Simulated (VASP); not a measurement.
# PrYSe3 (Cmmm) in VASP: single point with PBE

Aim: the single point of PrYSe3 with PBE.

Program: VASP 6.6.1. These are calculated values, not measurements. Logs are shortened: lines on timing, memory, paths and dates and some standing lists are left out, and cuts for length are marked.

## Step 1: The cell of the first run

It takes space group Cmmm (No. 65, orthorhombic). The conventional cell has a = 7.532 Å, b = 7.596 Å, c = 5.468 Å, α = 90.00°, β = 90.00°, γ = 90.00°. Within 3.6 Å of Pr (site symmetry mmm) lie 2 Se at 2.73 Å. Y (site symmetry mmm) has 4 Pr at 3.77 to 3.80 Å and 16 Se at 3.82 to 4.68 Å within 4.9 Å. Within 3.5 Å of Se (site symmetry 2/m) lie 2 Se at 2.67 Å. Within 3.5 Å of Se (site symmetry mmm) lie 4 Se at 2.67 Å and 2 Pr at 2.73 Å.

The cell was built from a structure type or drawn by symmetry, and may not be a known phase.

## Step 2: Single point, PBE

File INCAR:

```
SYSTEM = PrYSe3
ALGO = Normal
EDIFF = 1E-6
ENCUT = 500
GGA = PE
GGA_COMPAT = .False.
ISIF = 2
ISMEAR = 0
LASPH = .True.
LCHARG = .False.
LMAXMIX = 6
LREAL = .False.
LWAVE = .False.
NBANDS = 28
NELM = 200
PREC = Accurate
SIGMA = 0.15
```

File KPOINTS:

```
k-points
0
Gamma
  3 3 2
  0 0 0
```

File POSCAR:

```
PrYSe3
1.0
    3.7662487560     -3.7977933385      0.0000000000
    3.7662487560      3.7977933385      0.0000000000
    0.0000000000      0.0000000000      5.4683426046
Pr Y Se
1 1 3
Direct
    0.0000000000      0.0000000000      0.5000000000
    0.5000000000      0.5000000000      0.5000000000
    0.0000000000      0.5000000000      0.0000000000
    0.5000000000      0.0000000000      0.0000000000
    0.0000000000      0.0000000000      0.0000000000
```

Potentials or basis: VASP PAW PBE potentials, release 64 (Pr_3, Y_sv, Se), 4f in core.

Command:

```console
cat potpaw_PBE.64/Pr_3/POTCAR potpaw_PBE.64/Y_sv/POTCAR potpaw_PBE.64/Se/POTCAR > POTCAR
mpirun -np 1 vasp_std > vasp.out
```

OUTCAR:

```text
SYSTEM = PrYSe3
   EDIFF = 1E-6
   ENCUT = 500
   GGA = PE
   ISIF = 2
   ISMEAR = 0
   LASPH = .True.
   LREAL = .False.
   NELM = 200
   PREC = Accurate

 ion  position               nearest neighbor table
   1  0.000  0.000  0.500-   5 2.73   5 2.73   2 3.77   2 3.77   2 3.80   2 3.80
   2  0.500  0.500  0.500-   1 3.77   1 3.77   1 3.80   1 3.80
   3  0.000  0.500  0.000-   5 2.67   5 2.67
   4  0.500  0.000  0.000-   5 2.67   5 2.67
   5  0.000  0.000  0.000-   3 2.67   4 2.67   3 2.67   4 2.67   1 2.73   1 2.73

  LATTYP: Found a base centered orthorhombic cell.
 ALAT       =     7.5324975120
 B/A-ratio  =     1.0083755972
 C/A-ratio  =     0.7259667323

  Lattice vectors:

 A1 = (   3.7662487560,  -3.7977933385,   0.0000000000)
 A2 = (   3.7662487560,   3.7977933385,   0.0000000000)
 A3 = (   0.0000000000,   0.0000000000,   5.4683426046)

Analysis of symmetry for initial positions (statically):
=====================================================================
 Subroutine PRICEL returns:
 Original cell was already a primitive cell.

 Routine SETGRP: Setting up the symmetry group for a
 base centered orthorhombic supercell.

 Subroutine GETGRP returns: Found  8 space group operations
 (whereof  8 operations were pure point group operations)
 out of a pool of  8 trial point group operations.

The static configuration has the point symmetry D_2h.

Analysis of symmetry for dynamics (positions and initial velocities):
=====================================================================
 Subroutine PRICEL returns:
 Original cell was already a primitive cell.

 Routine SETGRP: Setting up the symmetry group for a
 base centered orthorhombic supercell.

 Subroutine GETGRP returns: Found  8 space group operations
 (whereof  8 operations were pure point group operations)
 out of a pool of  8 trial point group operations.

The dynamic configuration has the point symmetry D_2h.

 Subroutine INISYM returns: Found  8 space group operations
 (whereof  8 operations are pure point group operations),
 and found     1 'primitive' translations

----------------------------------------------------------------------------------------

                                     Primitive cell

  volume of cell :     156.4322

  direct lattice vectors                    reciprocal lattice vectors
     3.766248756 -3.797793339  0.000000000     0.132758092 -0.131655400  0.000000000
     3.766248756  3.797793339  0.000000000     0.132758092  0.131655400  0.000000000
     0.000000000  0.000000000  5.468342605     0.000000000  0.000000000  0.182870766

  length of vectors
     5.348631968  5.348631968  5.468342605     0.186970199  0.186970199  0.182870766

  position of ions in fractional coordinates (direct lattice)
     0.000000000  0.000000000  0.500000000
     0.500000000  0.500000000  0.500000000
     0.000000000  0.500000000  0.000000000
     0.500000000  0.000000000  0.000000000
     0.000000000  0.000000000  0.000000000

  ion indices of the primitive-cell ions
   primitive index   ion index
                 1           1
                 2           2
                 3           3
                 4           4
                 5           5

----------------------------------------------------------------------------------------

 KPOINTS: k-points

Automatic generation of k-mesh.
 Grid dimensions read from file:
 generate k-points for:    3    3    2

 Generating k-lattice:

  Cartesian coordinates                     Fractional coordinates (reciprocal lattice)
     0.044252697 -0.043885133  0.000000000     0.333333333  0.000000000  0.000000000
     0.044252697  0.043885133  0.000000000     0.000000000  0.333333333  0.000000000
     0.000000000  0.000000000  0.091435383     0.000000000  0.000000000  0.500000000

  Length of vectors
     0.062323400  0.062323400  0.091435383

  Shift w.r.t. Gamma in fractional coordinates (k-lattice)
     0.000000000  0.000000000  0.000000000

 Subroutine IBZKPT returns following result:
 ===========================================

 Found      8 irreducible k-points:

 Following reciprocal coordinates:
            Coordinates               Weight
  0.000000  0.000000  0.000000      1.000000
  0.333333  0.000000  0.000000      4.000000
  0.333333  0.333333  0.000000      2.000000
 -0.333333  0.333333  0.000000      2.000000
  0.000000  0.000000  0.500000      1.000000
  0.333333  0.000000  0.500000      4.000000
  0.333333  0.333333  0.500000      2.000000
 -0.333333  0.333333  0.500000      2.000000
   k-points           NKPTS =      8   k-points in BZ     NKDIM =      8   number of bands    NBANDS=     28
   number of dos      NEDOS =    301   number of ions     NIONS =      5
   total plane-waves  NPLWV =  64000
   dimension x,y,z NGX =    40 NGY =   40 NGZ =   40
   dimension x,y,z NGXF=    80 NGYF=   80 NGZF=   80
   ions per type =               1   1   3
   NGX,Y,Z   is equivalent  to a cutoff of  12.43, 12.43, 12.16 a.u.
   NGXF,Y,Z  is equivalent  to a cutoff of  24.87, 24.87, 24.32 a.u.
 SYSTEM =  PrYSe3
   PREC   = accura    normal or accurate (medium, high low for compatibility)
   ISTART =      0    job   : 0-new  1-cont  2-samecut
   ICHARG =      2    charge: 1-file 2-atom 10-const
   ISPIN  =      1    spin polarized calculation?
   LNONCOLLINEAR =      F non collinear calculations
   LSORBIT =      F    spin-orbit coupling
   LASPH  =      T    aspherical Exc in radial PAW
   ENCUT  =  500.0 eV  36.75 Ry    6.06 a.u.   9.75  9.75  9.97*2*pi/ulx,y,z
   NELM   =    200;   NELMIN=  2; NELMDL= -5     # of ELM steps
   EDIFF  = 0.1E-05   stopping-criterion for ELM
   LREAL  =      F    real-space projection
   EDIFFG = 0.1E-04   stopping-criterion for IOM
   NSW    =      0    number of steps for IOM
   IBRION =     -1    ionic relax: 0-MD 1-quasi-New 2-CG
   NFREE  =      0    steps in history (QN), initial steepest desc. (CG)
   ISIF   =      2    stress and relaxation
   ISYM   =      2    0-nonsym 1-usesym 2-fastsym
   POTIM  = 0.5000    time-step for ionic-motion
   TEBEG  =    0.0;   TEEND  =   0.0 temperature during run
   PSTRESS=    0.0 pullay stress
   NELECT =      40.0000    total number of electrons
   NUPDOWN=      -1.0000    fix difference up-down
   EMIN   =  10.00;   EMAX   =-10.00  energy-range for DOS
   EFERMI =   0.00;   METHOD = LEGACY
   ISMEAR =     0;   SIGMA  =   0.15  broadening in eV -4-tet -1-fermi 0-gaus
   EFERMI_NEDOS =   21; number of points for ismear=-14 and -15
   IALGO  =     38    algorithm
   IMIX   =      4    mixing-type and parameters
     AMIX     =   0.40;   BMIX     =  1.00
     AMIX_MAG =   1.60;   BMIX_MAG =  1.00
  volume/ion in A,a.u.               =      31.29       211.13
  Fermi-wavevector in a.u.,A,eV,Ry     =   1.039089  1.963594 14.690296  1.079706
  Thomas-Fermi vector in A             =   2.173603
   LORBIT       =      0    0 simple, 1 ext, 2 COOP (PROOUT), +10 PAW based schemes
   GGA     = PE    functional components
   LHFCALC =     F    Hartree Fock is set to
   AEXX    =    0.0000 exact exchange contribution
   IVDW    =     0    specifies the selected vdW correction
   LEPSILON=     F    determine dielectric tensor
   LRPA    =     F    only Hartree local field effects (RPA)
 non-spin polarized calculation
 Gauss-broadening in eV      SIGMA  =   0.15
  energy-cutoff  :      500.00
  volume of cell :      156.43
 maximum number of plane-waves:      4004
   NGX = 19   NGY = 19   NGZ = 19

 number of electron      40.0000000 magnetization

 Free energy of the ion-electron system (eV)
  ---------------------------------------------------
  ext. energy  EPLUGINS =         0.00000000
  ---------------------------------------------------
  free energy    TOTEN  =       -21.87352106 eV

  energy without entropy =      -21.75006178  energy(sigma->0) =      -21.81179142

 E-fermi :   3.5012     XC(G=0):  -9.0370

 val. band max:        3.4964588349   @ k =   0.0000   0.0000   0.0000
 cond. band min:       3.5171923156   @ k =   0.3333   0.0000   0.5000
 fundamental gap:      0.0207334806
 Fermi energy:         3.5011879678

 k-point     1 :       0.0000    0.0000    0.0000
  band No.  band energies     occupation
      1     -40.8437      2.00000
      2     -33.5217      2.00000
      3     -20.8747      2.00000
      4     -20.6785      2.00000
      5     -20.6722      2.00000
      6     -15.7609      2.00000
[... 20 lines left out ...]
     27       6.7314      0.00000
     28       6.8287      0.00000

 k-point     2 :       0.3333    0.0000    0.0000
  band No.  band energies     occupation
      1     -40.8437      2.00000
      2     -33.5216      2.00000
      3     -20.8745      2.00000
      4     -20.6786      2.00000
      5     -20.6717      2.00000
      6     -15.7598      2.00000
[... 20 lines left out ...]
     27       5.4996      0.00000
     28       5.8634      0.00000

 k-point     3 :       0.3333    0.3333    0.0000
  band No.  band energies     occupation
      1     -40.8436      2.00000
      2     -33.5214      2.00000
      3     -20.8743      2.00000
      4     -20.6813      2.00000
      5     -20.6732      2.00000
      6     -15.7584      2.00000
[... 20 lines left out ...]
     27       5.5424      0.00000
     28       5.7405      0.00000

 k-point     4 :      -0.3333    0.3333    0.0000
  band No.  band energies     occupation
      1     -40.8436      2.00000
      2     -33.5214      2.00000
      3     -20.8743      2.00000
      4     -20.6798      2.00000
      5     -20.6749      2.00000
      6     -15.7584      2.00000
[... 20 lines left out ...]
     27       5.5686      0.00000
     28       5.5858      0.00000

 k-point     5 :       0.0000    0.0000    0.5000
  band No.  band energies     occupation
      1     -40.8437      2.00000
      2     -33.5209      2.00000
      3     -20.8769      2.00000
      4     -20.6783      2.00000
      5     -20.6720      2.00000
      6     -16.0151      2.00000
[... 20 lines left out ...]
     27       6.1378      0.00000
     28       6.1519      0.00000

 k-point     6 :       0.3333    0.0000    0.5000
  band No.  band energies     occupation
      1     -40.8436      2.00000
      2     -33.5208      2.00000
      3     -20.8765      2.00000
      4     -20.6783      2.00000
      5     -20.6714      2.00000
      6     -16.0047      2.00000
[... 20 lines left out ...]
     27       5.5209      0.00000
     28       5.8929      0.00000

 k-point     7 :       0.3333    0.3333    0.5000
  band No.  band energies     occupation
      1     -40.8436      2.00000
      2     -33.5207      2.00000
      3     -20.8762      2.00000
      4     -20.6810      2.00000
      5     -20.6729      2.00000
      6     -15.9941      2.00000
[... 20 lines left out ...]
     27       5.6030      0.00000
     28       5.7990      0.00000

 k-point     8 :      -0.3333    0.3333    0.5000
  band No.  band energies     occupation
      1     -40.8436      2.00000
      2     -33.5207      2.00000
      3     -20.8762      2.00000
      4     -20.6795      2.00000
      5     -20.6746      2.00000
      6     -15.9941      2.00000
[... 20 lines left out ...]
     27       5.6712      0.00000
     28       5.7799      0.00000

------------------------ aborting loop because EDIFF is reached ----------------------------------------

  FORCE on cell =-STRESS in cart. coord.  units (eV):
  Direction    XX          YY          ZZ          XY          YZ          ZX
  --------------------------------------------------------------------------------------
  -------------------------------------------------------------------------------------
  Total        0.3550657      0.0847807      0.0760417      0.0000000      0.0000000      0.0000000
  in kB        3.6365808      0.8683230      0.7788183      0.0000000      0.0000000      0.0000000
  external PRESSURE =       1.7612407 kB  Pullay stress =       0.0000000 kB

 VOLUME and BASIS-vectors are now :
 -----------------------------------------------------------------------------
  energy-cutoff  :      500.00
  volume of cell :      156.43
      direct lattice vectors                 reciprocal lattice vectors
     3.766248756 -3.797793339  0.000000000     0.132758092 -0.131655400  0.000000000
     3.766248756  3.797793339  0.000000000     0.132758092  0.131655400  0.000000000
     0.000000000  0.000000000  5.468342605     0.000000000  0.000000000  0.182870766

 POSITION                                       TOTAL-FORCE (eV/Angst)
 -----------------------------------------------------------------------------------
      0.00000      0.00000      2.73417        -0.000000     -0.000000      0.000000
      3.76625      0.00000      2.73417         0.000000      0.000000      0.000000
      1.88312      1.89890      0.00000        -0.000000     -0.000000      0.000000
      1.88312     -1.89890      0.00000         0.000000     -0.000000      0.000000
      0.00000      0.00000      0.00000        -0.000000     -0.000000      0.000000
 -----------------------------------------------------------------------------------
    total drift:                                0.000000      0.000000     -0.000000

  FREE ENERGIE OF THE ION-ELECTRON SYSTEM (eV)
  ---------------------------------------------------
  free  energy   TOTEN  =       -21.8735210563 eV

  energy  without entropy=      -21.7500617771  energy(sigma->0) =      -21.81179142
```

It took 42 s on 1 thread of AMD EPYC 7R43 (Zen 3), shared host; peak memory 0.23 GiB.

What came out:

| Property | Result |
| --- | --- |
| Free energy | -21.8735 eV |
| Pressure | 0.2 GPa |
| Band gap on the k mesh | zero (bands 20 and 21 overlap by 0.96 eV) |

Stress tensor (GPa, compression positive):
```
0.36 0.00 0.00
0.00 0.09 0.00
0.00 0.00 0.08
```

Levels at points of the mesh, in eV from the Fermi level:
```
           k point  band 17  band 18  band 19  band 20  band 21  band 22  band 23  band 24
(0.00, 0.00, 0.00)    -1.88    -1.79    -0.97    -0.66    -0.52     0.00     0.03     0.63
(0.00, 0.00, 0.50)    -2.04    -1.96    -0.41     0.43     1.21     1.76     1.79     2.44
```

Caveat: the k points lie up to 0.57 Å⁻¹ apart, too coarse for converged energies and pressures of a metal; spin-orbit coupling is left out, which moves the levels of the heavy elements; the 4f electrons are frozen in the core, so they carry no moment and show no levels; the run has no spin polarisation, though such a crystal can be magnetic.
